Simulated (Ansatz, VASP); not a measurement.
**CoO: VASP beside Ansatz**

The input INCAR:

```
SYSTEM = CoO
PREC = Accurate
ENCUT = 600
EDIFF = 1E-6
ISMEAR = -1
SIGMA = 0.05
LREAL = .False.
LASPH = .True.
NELM = 200
ALGO = Normal
ISIF = 2
LWAVE = .False.
LCHARG = .False.
ISPIN = 2
MAGMOM = 2 0
LORBIT = 11
LMAXMIX = 4
NBANDS = 22
GGA_COMPAT = .False.
```

KPOINTS

```
regular mesh
0
Gamma
  12 12 12
  0 0 0
```

File POSCAR:

```
CoO
1.0
   -1.4772158519      1.4772158519      2.0642304156
    1.4772158519     -1.4772158519      2.0642304156
    1.4772158519      1.4772158519     -2.0642304156
Co O
1 1
Direct
    0.0000000000      0.0000000000      0.0000000000
    0.5000000000      0.5000000000      0.0000000000
```

File input.yaml:

```yaml
crystal:
  lattice:
    - [-1.4772158519, 1.4772158519, 2.0642304156]
    - [1.4772158519, -1.4772158519, 2.0642304156]
    - [1.4772158519, 1.4772158519, -2.0642304156]
  atoms:
    - { symbol: Co, position: [0.0, 0.0, 0.0], spin: 2.0 }
    - { symbol: O, position: [0.5, 0.5, 0.0] }
hamiltonian:
  xc: lda
  pseudopotentials: { kind: paw }
magnetization:
  spin_polarized: true
kpoints:
  mp_grid: { grid: [12, 12, 12] }
scf:
  occupations: { method: fermi_dirac, width: 0.05 }
output:
  forces: true
  stress: true
  eigenvalues: true
```

Alike in both runs: task single point; functional LDA; k mesh 12 × 12 × 12; occupations fermi-dirac, width 0.05 eV; collinear spin.

```csv
,VASP,Ansatz
version,VASP 6.6.1,Ansatz 0.2.0
potentials or method,"VASP PAW LDA potentials, release 64 (Co_sv, O)",Ansatz PAW
plane-wave cutoff (eV),600,420
valence electrons in the cell,23,23
```

VASP gave:

* gap on the k mesh at the Fermi level (eV): none
* pressure (GPa): -14.5
* traceless stress, the component that is largest in VASP (GPa): 0.60
* net moment per atom (μB): 1.19
* size of the moment on the site where the two differ most (μB): 2.08

Task: Estimate Ansatz's values.

Result: gap on the k mesh at the Fermi level (eV): none; pressure (GPa): -10.5; traceless stress, the component that is largest in VASP (GPa): 0.18; net moment per atom (μB): 1.26; size of the moment on the site where the two differ most (μB): 2.13.

LDA's correlation is that of Perdew and Zunger in VASP and of Perdew and Wang (1992) in Ansatz. Site moments also hang on the region over which each program counts them. A gap of «none» marks a metal or a gap that the smearing closes.

Noted on Ansatz's run: Pulay correction over one GPa.
